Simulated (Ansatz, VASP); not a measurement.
**Two plane-wave programs on Si**

The input INCAR:

```
PREC = Accurate ; ENCUT = 600
EDIFF = 1E-6 ; ISMEAR = 0
SIGMA = 0.02 ; LREAL = F
LASPH = T ; NELM = 100
ALGO = Normal ; ISIF = 3
LWAVE = F ; LCHARG = F
GGA = PE ; IVDW = 12
IBRION = 2 ; NSW = 70
EDIFFG = -0.005
```

The input KPOINTS:

```
regular mesh
0
Gamma
  10 10 10
```

POSCAR

```
Si
1.0
    0.0000000000      2.7348383262      2.7348383262
    2.7348383262      0.0000000000      2.7348383262
    2.7348383262      2.7348383262      0.0000000000
Si
2
Direct
    0.7500000000      0.7500000000      0.7500000000
    0.5000000000      0.5000000000      0.5000000000
```

Input for Ansatz:

```yaml
crystal:
  lattice:
    - [0.0, 2.7348383262, 2.7348383262]
    - [2.7348383262, 0.0, 2.7348383262]
    - [2.7348383262, 2.7348383262, 0.0]
  atoms:
    - { symbol: Si, position: [0.75, 0.75, 0.75] }
    - { symbol: Si, position: [0.5, 0.5, 0.5] }
basis:
  ecutwfc: 420
kpoints:
  mp_grid: { grid: [10, 10, 10] }
hamiltonian:
  xc: pbe
  dispersion: d3bj
scf:
  occupations: { method: gaussian, width: 0.02 }
output:
  forces: true
  stress: true
  eigenvalues: true
relax:
  adjacent_minimum: "off"
  f_tol: 0.005
  max_steps: 50
  cell: { stress_tol: 0.05 }
```

Alike in both runs: task relaxation of cell and atoms; functional PBE; dispersion D3(BJ); k mesh 10 × 10 × 10; occupations gaussian, width 0.02 eV; no spin polarisation.

|  | VASP | Ansatz |
| --- | --- | --- |
| version | VASP 6.6.1 | Ansatz 0.2.0 |
| potentials or method | VASP PAW PBE potentials, release 64 (Si), cutoff 600 eV | scalar-relativistic, plane waves, PAW |
| valence electrons in the cell | 8 | 8 |

Ansatz gave:

* gap on the k mesh at the Fermi level, each at its own relaxed structure (eV): 0.57
* relaxed volume (Å³/atom): 19.91
* relaxed cell length with the largest relative difference (Å): 3.833

**Question.** What did VASP give for the same quantities?

**Answer.** gap on the k mesh at the Fermi level, each at its own relaxed structure (eV): 0.57; relaxed volume (Å³/atom): 19.90; relaxed cell length with the largest relative difference (Å): 3.832.
